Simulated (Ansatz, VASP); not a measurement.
**One calculation of InWS4, two programs**

```
In W S
1.0
     0.00000    3.96194    3.96194
     3.96194    0.00000    3.96194
     3.96194    3.96194    0.00000
In W S
1 1 4
Direct
  0.00000 0.00000 0.00000
  0.25000 0.25000 0.25000
  0.12265 0.62578 0.62578
  0.62578 0.12265 0.62578
  0.62578 0.62578 0.12265
  0.62578 0.62578 0.62578
```

Change from the starting cell: species swapped into the HoCu4Au type (F-43m, No. 216).

Alike in both runs: task single point; functional PBE; k mesh 4 × 4 × 4; occupations gaussian, width 0.1 eV; no spin polarisation.

|  | VASP | Ansatz |
| --- | --- | --- |
| version | VASP 6.6.1 | Ansatz 0.2.0 |
| potentials or method | VASP PAW PBE potentials, release 64 (In_d, W_sv, S), cutoff 520 eV | scalar-relativistic, plane waves, PAW |
| valence electrons in the cell | 51 | 51 |

```tsv
	VASP	Ansatz	Ansatz less VASP
gap on the k mesh at the Fermi level (eV)	none	none	-
pressure (GPa)	-9.6	-9.6	+0.05
rms of the force components (eV/Å)	0.101	0.101	+0.0001
```

Atom by atom the forces differ by 0.000 eV/Å (rms over components). A gap of «none» marks a metal or a gap that the smearing closes. With one functional, cell and mesh, what is left measures potentials, basis and numerics.

Spin-orbit coupling is off throughout.
